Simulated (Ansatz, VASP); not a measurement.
# One calculation of CdSe, two programs

INCAR

```
SYSTEM = CdSe
PREC     = Accurate       ! precision mode
ENCUT    = 520            ! plane-wave cutoff, eV
EDIFF    = 1E-6           ! SCF threshold, eV
ISMEAR   = -1             ! smearing method
SIGMA    = 0.05           ! smearing width, eV
LREAL    = .FALSE.        ! projectors in reciprocal space
LASPH    = .TRUE.         ! aspherical terms in the spheres
NELM     = 80             ! most SCF steps
ALGO     = Normal         ! electronic algorithm
ISIF     = 2              ! what is computed and relaxed
LWAVE    = .FALSE.        ! write WAVECAR
LCHARG   = .TRUE.         ! write CHGCAR
GGA      = PE             ! functional
LELF     = .TRUE.         ! ELF
LVHAR    = .TRUE.       
NBANDS   = 16             ! bands
```

File KPOINTS:

```
regular mesh
0
G
  11 11 11
  0 0 0
```

Contents of POSCAR:

```
CdSe
1.0
    0.0000000000      2.8739580000      2.8739580000
    2.8739580000      0.0000000000      2.8739580000
    2.8739580000      2.8739580000      0.0000000000
Cd Se
1 1
Direct
    0.0000000000      0.0000000000      0.0000000000
    0.5000000000      0.5000000000      0.5000000000
```

Input for Ansatz:

```yaml
crystal:
  lattice:
    - [0.0, 2.873958, 2.873958]
    - [2.873958, 0.0, 2.873958]
    - [2.873958, 2.873958, 0.0]
  atoms:
    - { symbol: Cd, position: [0.0, 0.0, 0.0] }
    - { symbol: Se, position: [0.5, 0.5, 0.5] }
kpoints:
  mp_grid: { grid: [11, 11, 11] }
  band_path:
    path:
      - [0.0, 0.0, 0.0]
      - [0.5, 0.0, 0.5]
      - [0.625, 0.25, 0.625]
      - [0.375, 0.375, 0.75]
      - [0.0, 0.0, 0.0]
      - [0.5, 0.5, 0.5]
      - [0.5, 0.25, 0.75]
      - [0.5, 0.0, 0.5]
    npoints: 5
scf:
  occupations: { method: fermi_dirac, width: 0.05 }
hamiltonian:
  xc: pbe
  pseudopotentials: { kind: all_electron, lapw: { basis_error: 0.0005 } }
output:
  forces: true
  stress: true
  eigenvalues: true
```

Alike in both runs: task single point; functional PBE; k mesh 11 × 11 × 11; occupations fermi-dirac, width 0.05 eV; no spin polarisation.

```csv
,VASP,Ansatz
version,VASP 6.6.1,Ansatz 0.2.0
potentials or method,"VASP PAW PBE potentials, release 64 (Cd, Se), cutoff 520 eV","all-electron LAPW, scalar-relativistic"
```

Ansatz gave:

```
pressure (GPa) : -0.3
```

Task: What did VASP give for the same quantities?

Result: Pressure (GPa): 0.0.

Ansatz ran all-electron here, and VASP with PAW potentials.
